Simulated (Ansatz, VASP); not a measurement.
Na2SrO2: VASP beside Ansatz

```
CELL_PARAMETERS angstrom
3.78324 0.00000 0.00000
-1.89162 3.27638 0.00000
0.00000 0.00000 6.27825
ATOMIC_POSITIONS crystal
Na 0.66667 0.33333 0.63032
Na 0.33333 0.66667 0.36968
Sr 0.00000 0.00000 0.00000
O 0.66667 0.33333 0.23138
O 0.33333 0.66667 0.76862
```

Change from the starting cell: species swapped into the Li2MnN2 type (P-3m1, No. 164).

Alike in both runs: functional PBE; k mesh 6 × 6 × 4; occupations gaussian, width 0.1 eV; no spin polarisation.

Ansatz relaxed the structure, and its values are those at the end. VASP's run is a single point on that final structure, the one shown.

```csv
,VASP,Ansatz
version,VASP 6.6.1,Ansatz 0.2.0
potentials or method,"VASP PAW PBE potentials, release 64 (Na_pv, Sr_sv, O), cutoff 520 eV","scalar-relativistic, plane waves, PAW"
valence electrons in the cell,36,40
```

Ansatz gave:

| Item | Value |
| --- | --- |
| gap on the k mesh at the Fermi level (eV) | 2.63 |
| least direct gap on the mesh (eV) | 2.63 |
| pressure (GPa) | 0.1 |
| rms of the force components (eV/Å) | 0.003 |

Problem. Which values does VASP return?

Solution. gap on the k mesh at the Fermi level (eV): 2.62; least direct gap on the mesh (eV): 2.62; pressure (GPa): 0.4; rms of the force components (eV/Å): 0.012.

The functional is the same, so the differences come from potentials, cutoffs and numerics. VASP's potentials hold 36 valence electrons a cell and Ansatz's 40, so a difference there can come from the potentials and not from the codes.
